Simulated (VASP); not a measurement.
# Li (P1) in VASP: a series of runs

Li is run at these levels: PBE; tasks: single point.

Everything below comes from runs of VASP 6.6.1. Logs are shortened: lines on timing, memory, paths and dates and some standing lists are left out, and cuts for length are marked.

### Step 1. The cell of the first run

The typed cell holds 16 atoms: a = 7.094 Å, b = 7.094 Å, c = 7.094 Å, α = 90.00°, β = 90.00°, γ = 90.00°.

### Step 2. Single point, PBE

File INCAR:

```
SYSTEM = Li
PREC     = Accurate       ! precision mode
ENCUT    = 520            ! plane-wave cutoff, eV
EDIFF    = 1E-6           ! SCF threshold, eV
ISMEAR   = -1             ! smearing method
SIGMA    = 0.16           ! smearing width, eV
LREAL    = Auto         
LASPH    = .True.         ! aspherical terms in the spheres
NELM     = 100            ! most SCF steps
ALGO     = Normal         ! electronic algorithm
ISIF     = 2              ! what is computed and relaxed
LWAVE    = .False.        ! write WAVECAR
LCHARG   = .False.        ! write CHGCAR
GGA      = PE             ! functional
NBANDS   = 38             ! bands
```

File KPOINTS:

```
Automatic mesh
0
Gamma
  2 2 2
  0 0 0
```

File POSCAR:

```
Li
1.0
    7.0944470000      0.0000000000      0.0000000000
    0.0000000000      7.0944470000      0.0000000000
    0.0000000000      0.0000000000      7.0944470000
Li
16
Direct
    0.0027627241     -0.0401017867      0.0384526095
    0.4331979645     -0.0829662974      0.0067376640
   -0.0072169120      0.3907281286      0.0927063096
    0.0023257627      0.0311370287      0.3868518575
    0.3093264352      0.2397086059      0.2179310100
    0.5669081748      0.4878463395     -0.0328425880
    0.4099685289     -0.0359858915      0.4518745436
    0.6830553530      0.1515692485      0.2015520026
    0.0036225516      0.5255800769      0.5995816164
    0.2395958416      0.6059246055      0.1630289154
    0.3025323891      0.3132872795      0.8065040165
    0.4151274934      0.5163756950      0.5009692792
    0.6003991573      0.6679026568      0.2364666337
    0.7052417193      0.2515488522      0.6338901397
    0.2316036754      0.7456254166      0.8273372118
    0.7012949706      0.7889550799      0.7428345014
```

Potentials or basis: VASP PAW PBE potentials, release 64 (Li_sv).

Run with:

```sh
$ cat potpaw_PBE.64/Li_sv/POTCAR > POTCAR
$ mpirun -np 1 vasp_std > vasp.out
```

OUTCAR:

```text
SYSTEM = Li
   PREC = Accurate
   ENCUT = 520
   EDIFF = 1E-6
   ISMEAR = -1
   LREAL = Auto
   LASPH = .True.
   NELM = 100
   ISIF = 2
   GGA = PE

 ion  position               nearest neighbor table
   1  0.003  0.960  0.038-   4 2.52
   2  0.433  0.917  0.007-  15 2.27
   3  0.993  0.391  0.093-  10 2.38
   4  0.002  0.031  0.387-   1 2.52
   5  0.309  0.240  0.218-
   6  0.567  0.488  0.967-  13 2.31  11 2.52
   7  0.410  0.964  0.452-
   8  0.683  0.152  0.202-
   9  0.004  0.526  0.600-
  10  0.240  0.606  0.163-   3 2.38  15 2.58
  11  0.303  0.313  0.807-   6 2.52
  12  0.415  0.516  0.501-  13 2.53
  13  0.600  0.668  0.236-   6 2.31  12 2.53
  14  0.705  0.252  0.634-
  15  0.232  0.746  0.827-   2 2.27  10 2.58
  16  0.701  0.789  0.743-

  LATTYP: Found a simple cubic cell.
 ALAT       =     7.0944470000

  Lattice vectors:

 A1 = (   7.0944470000,   0.0000000000,   0.0000000000)
 A2 = (   0.0000000000,   7.0944470000,   0.0000000000)
 A3 = (   0.0000000000,   0.0000000000,   7.0944470000)

Analysis of symmetry for initial positions (statically):
=====================================================================
 Subroutine PRICEL returns:
 Original cell was already a primitive cell.

 Routine SETGRP: Setting up the symmetry group for a
 simple cubic supercell.

 Subroutine GETGRP returns: Found  1 space group operations
 (whereof  1 operations were pure point group operations)
 out of a pool of 48 trial point group operations.

The static configuration has the point symmetry C_1 .

Analysis of symmetry for dynamics (positions and initial velocities):
=====================================================================
 Subroutine PRICEL returns:
 Original cell was already a primitive cell.

 Routine SETGRP: Setting up the symmetry group for a
 simple cubic supercell.

 Subroutine GETGRP returns: Found  1 space group operations
 (whereof  1 operations were pure point group operations)
 out of a pool of 48 trial point group operations.

The dynamic configuration has the point symmetry C_1 .

 Subroutine INISYM returns: Found  1 space group operations
 (whereof  1 operations are pure point group operations),
 and found     1 'primitive' translations

----------------------------------------------------------------------------------------

                                     Primitive cell

  volume of cell :     357.0719

  direct lattice vectors                    reciprocal lattice vectors
     7.094447000  0.000000000  0.000000000     0.140955313  0.000000000  0.000000000
     0.000000000  7.094447000  0.000000000     0.000000000  0.140955313  0.000000000
     0.000000000  0.000000000  7.094447000     0.000000000  0.000000000  0.140955313

  length of vectors
     7.094447000  7.094447000  7.094447000     0.140955313  0.140955313  0.140955313

  position of ions in fractional coordinates (direct lattice)
     0.002762724  0.959898213  0.038452609
     0.433197965  0.917033703  0.006737664
     0.992783088  0.390728129  0.092706310
     0.002325763  0.031137029  0.386851857
     0.309326435  0.239708606  0.217931010
     0.566908175  0.487846340  0.967157412
[... 8 lines left out ...]
     0.231603675  0.745625417  0.827337212
     0.701294971  0.788955080  0.742834501

  ion indices of the primitive-cell ions
   primitive index   ion index
                 1           1
                 2           2
                 3           3
                 4           4
                 5           5
                 6           6
[... 8 lines left out ...]
                15          15
                16          16

----------------------------------------------------------------------------------------

 KPOINTS: Automatic mesh

Automatic generation of k-mesh.
 Grid dimensions read from file:
 generate k-points for:    2    2    2

 Generating k-lattice:

  Cartesian coordinates                     Fractional coordinates (reciprocal lattice)
     0.070477657  0.000000000  0.000000000     0.500000000  0.000000000  0.000000000
     0.000000000  0.070477657  0.000000000     0.000000000  0.500000000  0.000000000
     0.000000000  0.000000000  0.070477657     0.000000000  0.000000000  0.500000000

  Length of vectors
     0.070477657  0.070477657  0.070477657

  Shift w.r.t. Gamma in fractional coordinates (k-lattice)
     0.000000000  0.000000000  0.000000000

 Subroutine IBZKPT returns following result:
 ===========================================

 Found      8 irreducible k-points:

 Following reciprocal coordinates:
            Coordinates               Weight
  0.000000  0.000000  0.000000      1.000000
  0.500000  0.000000  0.000000      1.000000
  0.000000  0.500000  0.000000      1.000000
  0.000000  0.000000  0.500000      1.000000
  0.500000  0.500000  0.000000      1.000000
  0.000000  0.500000  0.500000      1.000000
  0.500000  0.000000  0.500000      1.000000
  0.500000  0.500000  0.500000      1.000000
[... 62 lines left out ...]
  free energy    TOTEN  =       -27.81159337 eV

  energy without entropy =      -27.13635449  energy(sigma->0) =      -27.47397393

 E-fermi :   0.2130     XC(G=0):  -6.7534

 val. band max:        0.1981994263   @ k =   0.5000   0.5000   0.0000
 cond. band min:       0.2646797597   @ k =   0.0000   0.5000   0.5000
 fundamental gap:      0.0664803334
 Fermi energy:         0.2130301888

 k-point     1 :       0.0000    0.0000    0.0000
  band No.  band energies     occupation
      1     -46.8954      2.00000
      2     -46.8109      2.00000
      3     -46.8032      2.00000
      4     -46.6858      2.00000
      5     -46.5827      2.00000
      6     -46.5288      2.00000
[... 28 lines left out ...]
     35       2.9894      0.00000
     36       3.6987      0.00000

 k-point     2 :       0.5000    0.0000    0.0000
  band No.  band energies     occupation
      1     -46.8954      2.00000
      2     -46.8108      2.00000
      3     -46.8031      2.00000
      4     -46.6858      2.00000
      5     -46.5826      2.00000
      6     -46.5287      2.00000
[... 28 lines left out ...]
     35       3.0899      0.00000
     36       3.2779      0.00000

 k-point     3 :       0.0000    0.5000    0.0000
  band No.  band energies     occupation
      1     -46.8954      2.00000
      2     -46.8108      2.00000
      3     -46.8031      2.00000
      4     -46.6858      2.00000
      5     -46.5826      2.00000
      6     -46.5287      2.00000
[... 28 lines left out ...]
     35       3.0443      0.00000
     36       3.3510      0.00000

 k-point     4 :       0.0000    0.0000    0.5000
  band No.  band energies     occupation
      1     -46.8954      2.00000
      2     -46.8108      2.00000
      3     -46.8031      2.00000
      4     -46.6858      2.00000
      5     -46.5826      2.00000
      6     -46.5287      2.00000
[... 28 lines left out ...]
     35       3.3023      0.00000
     36       3.6177      0.00000

 k-point     5 :       0.5000    0.5000    0.0000
  band No.  band energies     occupation
      1     -46.8954      2.00000
      2     -46.8108      2.00000
      3     -46.8031      2.00000
      4     -46.6858      2.00000
      5     -46.5826      2.00000
      6     -46.5287      2.00000
[... 28 lines left out ...]
     35       3.5230      0.00000
     36       4.1834      0.00000

 k-point     6 :       0.0000    0.5000    0.5000
  band No.  band energies     occupation
      1     -46.8954      2.00000
      2     -46.8108      2.00000
      3     -46.8031      2.00000
      4     -46.6858      2.00000
      5     -46.5826      2.00000
      6     -46.5287      2.00000
[... 28 lines left out ...]
     35       3.5244      0.00000
     36       3.8871      0.00000

 k-point     7 :       0.5000    0.0000    0.5000
  band No.  band energies     occupation
      1     -46.8954      2.00000
      2     -46.8108      2.00000
      3     -46.8031      2.00000
      4     -46.6858      2.00000
      5     -46.5826      2.00000
      6     -46.5287      2.00000
[... 28 lines left out ...]
     35       3.8422      0.00000
     36       4.0556      0.00000

 k-point     8 :       0.5000    0.5000    0.5000
  band No.  band energies     occupation
      1     -46.8954      2.00000
      2     -46.8108      2.00000
      3     -46.8031      2.00000
      4     -46.6858      2.00000
      5     -46.5826      2.00000
      6     -46.5287      2.00000
[... 28 lines left out ...]
     35       3.2583      0.00000
     36       3.3189      0.00000
 [bands above 36 left out]

------------------------ aborting loop because EDIFF is reached ----------------------------------------

  FORCE on cell =-STRESS in cart. coord.  units (eV):
  Direction    XX          YY          ZZ          XY          YZ          ZX
  --------------------------------------------------------------------------------------
  -------------------------------------------------------------------------------------
  Total        3.1236686     -0.4016918      0.9306637      0.7231370      0.6342273      0.8418390
  in kB       14.0158645     -1.8023865      4.1758771      3.2447070      2.8457706      3.7773220
  external PRESSURE =       5.4631183 kB  Pullay stress =       0.0000000 kB

 VOLUME and BASIS-vectors are now :
 -----------------------------------------------------------------------------
  energy-cutoff  :      520.00
  volume of cell :      357.07
      direct lattice vectors                 reciprocal lattice vectors
     7.094447000  0.000000000  0.000000000     0.140955313  0.000000000  0.000000000
     0.000000000  7.094447000  0.000000000     0.000000000  0.140955313  0.000000000
     0.000000000  0.000000000  7.094447000     0.000000000  0.000000000  0.140955313

 POSITION                                       TOTAL-FORCE (eV/Angst)
 -----------------------------------------------------------------------------------
      0.01960      6.80995      0.27280        -0.179859     -0.017923     -0.403868
      3.07330      6.50585      0.04780         0.385746      0.714983      0.248768
      7.04325      2.77200      0.65770        -0.724294     -0.087613     -0.310885
      0.01650      0.22090      2.74450         0.126175     -0.160057      0.647738
      2.19450      1.70060      1.54610         0.066629      0.016834      0.048021
      4.02190      3.46100      6.86145         0.159751     -0.279807     -0.504568
[... 8 lines left out ...]
      1.64310      5.28980      5.86950        -0.166211     -0.408620     -0.848184
      4.97530      5.59720      5.27000         0.065297      0.034252     -0.104992
 -----------------------------------------------------------------------------------
    total drift:                               -0.007311      0.002626     -0.005814

  FREE ENERGIE OF THE ION-ELECTRON SYSTEM (eV)
  ---------------------------------------------------
  free  energy   TOTEN  =       -27.8115933731 eV

  energy  without entropy=      -27.1363544857  energy(sigma->0) =      -27.47397393
```

Wall time 68 s (1 thread of Intel Xeon 6975P-C (Granite Rapids), shared host); peak memory 0.37 GiB.

What came out:

- Free energy: -27.8116 eV
- Largest force: 1.156 eV/Å
- Band gap on the k mesh: zero (band 24 reaches 0.54 eV, above the bottom of band 25 at -0.08 eV)

Forces in eV/Å, atoms in the order of the input:
```
Li  -0.180 -0.018 -0.404
Li   0.386  0.715  0.249
Li  -0.724 -0.088 -0.311
Li   0.126 -0.160  0.648
Li   0.067  0.017  0.048
Li   0.160 -0.280 -0.505
Li  -0.035 -0.241  0.340
Li  -0.091  0.205 -0.028
Li  -0.089 -0.023 -0.334
Li  -0.057  0.613  0.395
Li  -0.349 -0.561 -0.004
Li   0.022 -0.075  0.251
Li   0.935  0.468  0.494
Li  -0.069 -0.196  0.114
Li  -0.166 -0.409 -0.848
Li   0.065  0.034 -0.105
```

Caveat: the k points lie up to 0.44 Å⁻¹ apart; the cutoff is under 1.25 times the usual one of these potentials, so pressure, stress and relaxed cells hold a basis-set (Pulay) error; forces of over 1 eV/Å act on the atoms, so gaps and moduli don't describe the material at rest.

### Step 3. Single point, PBE

File INCAR:

```
SYSTEM = Li
  PREC = Accurate
  ENCUT = 520
  EDIFF = 1E-6
  ISMEAR = -1
  SIGMA = 0.16
  LREAL = Auto
  LASPH = .True.
  NELM = 100
  ALGO = Normal
  ISIF = 2
  LWAVE = .False.
  LCHARG = .False.
  GGA = PE
  NBANDS = 38
```

File KPOINTS:

```
regular mesh
0
Gamma
  2 2 2
  0 0 0
```

File POSCAR:

```
Li
1.0
    7.0944470000      0.0000000000      0.0000000000
    0.0000000000      7.0944470000      0.0000000000
    0.0000000000      0.0000000000      7.0944470000
Li
16
Direct
    0.0048065762     -0.1068018409      0.0104588843
    0.5751117740     -0.1157525033     -0.0300657683
   -0.0321660025      0.3109333257      0.0003241972
    0.0058637410     -0.1236037143      0.5602268929
    0.3362348045      0.3281016829      0.1757571802
    0.5919841250      0.5675283782     -0.0814157890
    0.3206592424     -0.0115019536      0.4339591232
    0.7145024834      0.0470226925      0.3576036300
   -0.0192826869      0.4728486942      0.5962691666
    0.1653405826      0.6340874771      0.1483977539
    0.2398213702      0.1178527375      0.8155392520
    0.3845260948      0.4447140137      0.5011243301
    0.8364993071      0.6784179232      0.3077618312
    0.6514390762      0.1761800462      0.6850005363
    0.2562849508      0.7205635619      0.7555204796
    0.6045714345      0.7133184588      0.5789034720
```

Potentials or basis: VASP PAW PBE potentials, release 64 (Li_sv).

Run with:

```sh
$ cat potpaw_PBE.64/Li_sv/POTCAR > POTCAR
$ mpirun -np 1 vasp_std > vasp.out
```

It took 63 s on 1 thread of Intel Xeon 6975P-C (Granite Rapids), shared host; peak memory 0.37 GiB.

The run converged. Its results:

| Item | Value |
| --- | --- |
| Free energy | -27.2940 eV |
| Largest force | 1.110 eV/Å |
| Band gap on the k mesh | zero (band 24 reaches 0.70 eV, above the bottom of band 25 at -0.07 eV) |

Forces in eV/Å, atoms in the order of the input:
```
Li  -0.569  0.409 -0.179
Li  -0.147  0.853  0.357
Li  -0.450  0.162  0.149
Li  -0.477  0.332  0.267
Li   0.376 -0.642 -0.403
Li   0.235 -1.066  0.198
Li   0.147 -0.108 -0.401
Li   0.114  0.378 -0.654
Li  -0.035 -0.374  0.107
Li   0.585  0.167  0.344
Li   0.411  0.283 -0.236
Li  -0.066 -0.162  0.325
Li  -0.403 -0.501 -0.589
Li   0.013  0.110  0.389
Li   0.144 -0.341  0.290
Li   0.123  0.500  0.036
```

Levels at points of the mesh, in eV from the Fermi level:
| k point | band 19 | band 20 | band 21 | band 22 | band 23 | band 24 | band 25 | band 26 | band 27 | band 28 |
| --- | --- | --- | --- | --- | --- | --- | --- | --- | --- | --- |
| (0.00, 0.00, 0.00) | -1.12 | -1.00 | -0.98 | -0.93 | -0.84 | 0.49 | 0.58 | 0.62 | 0.74 | 0.87 |
| (0.50, 0.00, 0.00) | -0.74 | -0.66 | -0.54 | -0.53 | -0.41 | -0.33 | -0.28 | -0.20 | 0.95 | 1.22 |
| (0.00, 0.50, 0.00) | -0.91 | -0.60 | -0.59 | -0.52 | -0.47 | -0.21 | -0.14 | -0.07 | 0.87 | 1.13 |
| (0.00, 0.00, 0.50) | -0.72 | -0.69 | -0.63 | -0.55 | -0.43 | -0.30 | -0.26 | -0.09 | 0.91 | 1.14 |
| (0.50, 0.50, 0.00) | -2.08 | -1.92 | -0.35 | -0.25 | -0.11 | 0.09 | 0.19 | 0.37 | 0.49 | 0.52 |
| (0.00, 0.50, 0.50) | -2.09 | -1.91 | -0.38 | -0.24 | -0.07 | 0.14 | 0.15 | 0.29 | 0.33 | 0.75 |
| (0.50, 0.00, 0.50) | -2.10 | -1.96 | -0.40 | -0.23 | -0.05 | 0.12 | 0.18 | 0.33 | 0.47 | 0.70 |
| (0.50, 0.50, 0.50) | -1.66 | -1.62 | -1.53 | -1.44 | -1.37 | -1.19 | 1.24 | 1.91 | 1.98 | 2.00 |

Caveat: the k points lie up to 0.44 Å⁻¹ apart; the cutoff is under 1.25 times the usual one of these potentials, so pressure, stress and relaxed cells hold a basis-set (Pulay) error; forces of over 1 eV/Å act on the atoms, so gaps and moduli don't describe the material at rest.

### Step 4. Single point, PBE

File INCAR:

```
  PREC = Accurate
  ENCUT = 520
  EDIFF = 1E-7
  ISMEAR = -1
  SIGMA = 0.16
  LREAL = Auto
  LASPH = T
  NELM = 100
  ALGO = Normal
  ISIF = 2
  LWAVE = F
  LCHARG = T
  GGA = PE
  LELF = T
  LVHAR = T
  NBANDS = 38
```

File KPOINTS:

```
Automatic mesh
0
Gamma
  2 2 2
```

File POSCAR:

```
Li
1.0
    7.0944470000      0.0000000000      0.0000000000
    0.0000000000      7.0944470000      0.0000000000
    0.0000000000      0.0000000000      7.0944470000
Li
16
Direct
   -0.0357462675     -0.0079780707     -0.0452889422
    0.5265808596     -0.1942787084     -0.0517306000
    0.1418010452      0.3683303293      0.1787595284
   -0.0944541555     -0.2821361552      0.6230083895
    0.5504164031      0.1152027776      0.1375864814
    0.7265259717      0.4525511291     -0.1925167670
    0.0730430434     -0.0561988834      0.2778511137
    0.8435188817      0.2048785480      0.4601345249
    0.0680391298      0.3991572564      0.5563365263
    0.3400546935      0.5503036389      0.2431197245
    0.3208424843      0.0869412373      0.7762831973
    0.4887484535      0.2714376469      0.4992214333
    0.8039950119      0.6405714216      0.1389396524
    0.7394515739      0.1115097484      0.8067436405
    0.1494408232      0.5967625102      0.8811398549
    0.5521924401      0.6783615411      0.5236630847
```

Run with:

```sh
$ cat potpaw_PBE.64/Li_sv/POTCAR > POTCAR
$ mpirun -np 1 vasp_std > vasp.out
```

Wall time 84 s (1 thread of Intel Xeon 6975P-C (Granite Rapids), shared host); peak memory 0.37 GiB.

It converged, with:

```yaml
Free_energy: -26.3154 eV
Largest_force: 1.977 eV/Å
Band_gap_on_the_k_mesh: zero (band 24 reaches 0.47 eV, above the bottom of band 25 at -0.01 eV)
```

Forces in eV/Å, atoms in the order of the input:
```
Li   0.687 -0.351  0.123
Li  -0.160 -0.359 -0.201
Li  -1.240 -1.441 -0.542
Li   0.082  0.743 -0.256
Li  -0.044  0.318  0.310
Li  -0.239  0.012  0.284
Li   0.564 -0.263  0.505
Li  -0.366 -0.428 -0.540
Li   0.730  0.130  0.286
Li   1.017  1.119  0.196
Li  -0.410  0.081  0.003
Li  -0.309  0.181  0.002
Li   0.205 -0.184  0.458
Li  -0.594 -0.101 -0.661
Li   0.294  0.177 -0.045
Li  -0.217  0.365  0.079
```

Levels at points of the mesh, in eV from the Fermi level:
```csv
k point,band 21,band 22,band 23,band 24,band 25,band 26
"(0.00, 0.00, 0.00)",-0.87,-0.86,-0.76,0.27,0.51,0.79
"(0.50, 0.00, 0.00)",-0.62,-0.46,-0.37,-0.22,-0.19,-0.02
"(0.00, 0.50, 0.00)",-0.61,-0.57,-0.42,-0.24,-0.20,-0.12
"(0.00, 0.00, 0.50)",-0.58,-0.54,-0.43,-0.31,-0.20,-0.11
"(0.50, 0.50, 0.00)",-0.35,-0.27,-0.02,0.06,0.11,0.30
"(0.00, 0.50, 0.50)",-0.41,-0.26,-0.24,0.15,0.22,0.36
"(0.50, 0.00, 0.50)",-0.36,-0.28,-0.05,0.02,0.22,0.32
"(0.50, 0.50, 0.50)",-1.49,-1.47,-1.42,-1.20,1.43,1.58
```

Caveat: the k points lie up to 0.44 Å⁻¹ apart; the cutoff is under 1.25 times the usual one of these potentials, so pressure, stress and relaxed cells hold a basis-set (Pulay) error; forces of over 1 eV/Å act on the atoms, so gaps and moduli don't describe the material at rest.
